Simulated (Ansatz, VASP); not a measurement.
# CsRh3: VASP beside Ansatz

Contents of INCAR:

```
PREC     = Accurate       # precision mode
ENCUT    = 520            # plane-wave cutoff, eV
EDIFF    = 1E-7           # SCF threshold, eV
ISMEAR   = 0              # smearing method
SIGMA    = 0.1            # smearing width, eV
LREAL    = F              # projectors in reciprocal space
LASPH    = T              # aspherical terms in the spheres
NELM     = 60             # most SCF steps
ALGO     = Normal         # electronic algorithm
ISIF     = 2              # what is computed and relaxed
LWAVE    = F              # write WAVECAR
LCHARG   = F              # write CHGCAR
GGA      = PE             # functional
NBANDS   = 35             # bands
```

File KPOINTS:

```
regular mesh
0
Gamma
  4 4 4
```

File POSCAR:

```
CsRh3
1.0
    4.3454268198      0.0000000000      0.0000000000
    0.0000000000      4.3454268198      0.0000000000
    0.0000000000      0.0000000000      4.3454268198
Cs Rh
1 3
Direct
    0.0000000000      0.0000000000      0.0000000000
    0.0000000000      0.5000000000      0.5000000000
    0.5000000000      0.0000000000      0.5000000000
    0.5000000000      0.5000000000      0.0000000000
```

Input for Ansatz:

```yaml
crystal:
  lattice:
    - [4.3454268198, 0.0, 0.0]
    - [0.0, 4.3454268198, 0.0]
    - [0.0, 0.0, 4.3454268198]
  atoms:
    - { symbol: Cs, position: [0.0, 0.0, 0.0] }
    - { symbol: Rh, position: [0.0, 0.5, 0.5] }
    - { symbol: Rh, position: [0.5, 0.0, 0.5] }
    - { symbol: Rh, position: [0.5, 0.5, 0.0] }
basis:
  ecutwfc: 420
kpoints:
  mp_grid: { grid: [4, 4, 4] }
hamiltonian:
  xc: pbe
scf:
  occupations: { method: gaussian, width: 0.1 }
  lower_state_search: "off"
output:
  forces: true
  stress: true
  eigenvalues: true
```

Alike in both runs: task single point; functional PBE; k mesh 4 × 4 × 4; occupations gaussian, width 0.1 eV; no spin polarisation.

|  | VASP | Ansatz |
| --- | --- | --- |
| version | VASP 6.6.1 | Ansatz 0.2.0 |
| potentials or method | VASP PAW PBE potentials, release 64 (Cs_sv, Rh_pv), cutoff 520 eV | scalar-relativistic, plane waves, PAW |
| valence electrons in the cell | 54 | 60 |

VASP gave:

* gap on the k mesh at the Fermi level (eV): none
* pressure (GPa): -7.5

What did Ansatz give for the same quantities?

gap on the k mesh at the Fermi level (eV): none; pressure (GPa): -8.4.

A gap of «none» marks a metal or a gap that the smearing closes. VASP's potentials hold 54 valence electrons a cell and Ansatz's 60, so a difference there can come from the potentials and not from the codes.

The k mesh is coarse, so the values compare programs but aren't converged. Neither program's run includes spin-orbit coupling.
